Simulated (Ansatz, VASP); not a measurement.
Two plane-wave programs on TaWC2

```
CELL_PARAMETERS angstrom
1.57186 0.90751 5.10162
-1.57186 0.90751 5.10162
0.00000 -1.81502 5.10162
ATOMIC_POSITIONS crystal
W 0.00000 0.00000 0.00000
Ta 0.50000 0.50000 0.50000
C 0.25093 0.25093 0.25093
C 0.74907 0.74907 0.74907
```

Alike in both runs: functional LDA; k mesh 10 × 10 × 10; occupations fermi-dirac, width 0.05 eV; no spin polarisation.

|  | VASP | Ansatz |
| --- | --- | --- |
| version | VASP 6.6.1 | Ansatz 0.2.0 |
| potentials or method | VASP PAW LDA potentials, release 64 (W_sv, Ta_pv, C) | Ansatz PAW |
| plane-wave cutoff (eV) | 520 | 420 |
| valence electrons in the cell | 33 | 35 |
| task | single point | band structure |

```csv
,VASP,Ansatz,Ansatz less VASP
gap on the k mesh at the Fermi level (eV),none,none,-
pressure (GPa),-14.9,-16.6,-1.77
"traceless stress, the component that is largest in VASP (GPa)",0.05,0.04,-0.013
rms of the force components (eV/Å),0.034,0.033,-0.0007
```

LDA's correlation is that of Perdew and Zunger in VASP and of Perdew and Wang (1992) in Ansatz. Atom by atom the forces differ by 0.001 eV/Å (rms over components). A gap of «none» marks a metal or a gap that the smearing closes. VASP's potentials hold 33 valence electrons a cell and Ansatz's 35, so a difference there can come from the potentials and not from the codes.

Neither program's run includes spin-orbit coupling.
